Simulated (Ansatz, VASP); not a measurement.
Cs in VASP and in Ansatz

The input POSCAR:

```
Cs
1.0
    0.0000000000      3.9483357400      3.9483357400
    3.9483357400      0.0000000000      3.9483357400
    3.9483357400      3.9483357400      0.0000000000
Cs
1
Direct
    0.0000000000      0.0000000000      0.0000000000
```

File INCAR.step1:

```
ALGO = Normal ; EDIFF = 1E-4
ENCUT = 520 ; GGA = PE
ISMEAR = -1 ; LASPH = T
LCHARG = F ; LREAL = F
LWAVE = T ; NBANDS = 10
NELM = 80 ; PREC = Accurate
SIGMA = 0.05
```

The input INCAR.step2:

```
ALGO = Normal ; EDIFF = 1E-6
ENCUT = 520 ; ISIF = 2
ISMEAR = -1 ; ISTART = 1
LASPH = T ; LCHARG = T
LELF = T ; LMIXTAU = T
LREAL = F ; LVHAR = T
LWAVE = F ; METAGGA = R2SCAN
NBANDS = 10 ; NELM = 80
PREC = Accurate ; SIGMA = 0.05
```

File KPOINTS:

```
k-points
0
Gamma
  6 6 6
```

input.yaml

```yaml
crystal:
  lattice:
    - [0.0, 3.94833574, 3.94833574]
    - [3.94833574, 0.0, 3.94833574]
    - [3.94833574, 3.94833574, 0.0]
  atoms:
    - { symbol: Cs, position: [0.0, 0.0, 0.0] }
hamiltonian:
  xc: r2scan
  pseudopotentials: { kind: paw }
kpoints:
  mp_grid: { grid: [6, 6, 6] }
scf:
  occupations: { method: fermi_dirac, width: 0.05 }
output:
  forces: true
  stress: true
  eigenvalues: true
```

Alike in both runs: task single point; functional r2SCAN; k mesh 6 × 6 × 6; occupations fermi-dirac, width 0.05 eV; no spin polarisation.

```csv
,VASP,Ansatz
version,VASP 6.6.1,Ansatz 0.2.0
potentials or method,"VASP PAW PBE potentials, release 64 (Cs_sv)",Ansatz PAW
plane-wave cutoff (eV),520,500
valence electrons in the cell,9,9
```

```csv
,VASP,Ansatz,Ansatz less VASP
gap on the k mesh at the Fermi level (eV),none,none,-
pressure (GPa),0.0,0.0,+0.01
```

VASP's potentials were made for PBE, not for r2SCAN. A gap of «none» marks a metal or a gap that the smearing closes.

Spin-orbit coupling is off throughout.
